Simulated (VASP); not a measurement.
Set up this calculation in VASP 6.6.1, as the native input.

```yaml
Task: single point
Functional: PBE
Potentials_or_basis: VASP PAW PBE potentials, release 64 (Nb_sv, P)
Cutoff: 520 eV
k_mesh: 15 × 15 × 12
Occupations: gaussian, width 0.1 eV
Spin: no spin polarisation
Dipole_correction: no
Further_INCAR_settings: ALGO = Normal; EDIFF = 1e-06; NBANDS = 16
```

The structure of NbP lies in POSCAR:

```
NbP
1.0
    3.3313523802      0.0000000000      0.0000000000
   -1.6656761901      2.8850357902      0.0000000000
    0.0000000000      0.0000000000      3.3397108937
Nb P
1 1
Direct
    0.6666666667      0.3333333333      0.5000000000
    0.3333333333      0.6666666667      0.0000000000
```

One way to write it, as run:

INCAR

```
ALGO     = Normal         # electronic algorithm
EDIFF    = 1E-6           # SCF threshold, eV
ENCUT    = 520            # plane-wave cutoff, eV
GGA      = PE             # functional
ISIF     = 2              # what is computed and relaxed
ISMEAR   = 0              # smearing method
LASPH    = True           # aspherical terms in the spheres
LCHARG   = False          # write CHGCAR
LREAL    = False          # projectors in reciprocal space
LWAVE    = False          # write WAVECAR
NBANDS   = 16             # bands
NELM     = 80             # most SCF steps
PREC     = Accurate       # precision mode
SIGMA    = 0.1            # smearing width, eV
```

KPOINTS

```
k-points
0
Gamma
  15 15 12
```

Potentials or basis: VASP PAW PBE potentials, release 64 (Nb_sv, P).

Command:

```bash
$ cat potpaw_PBE.64/Nb_sv/POTCAR potpaw_PBE.64/P/POTCAR > POTCAR
$ mpirun -np 1 vasp_std > vasp.out
```

Results of the run:

```
Pressure               : -0.4 GPa
Band gap on the k mesh : zero (bands 9 and 10 overlap by 0.52 eV)
```

Wall time 2.5 min on 1 thread of Intel Xeon 8259CL, on a shared host, peak memory 0.23 GiB.
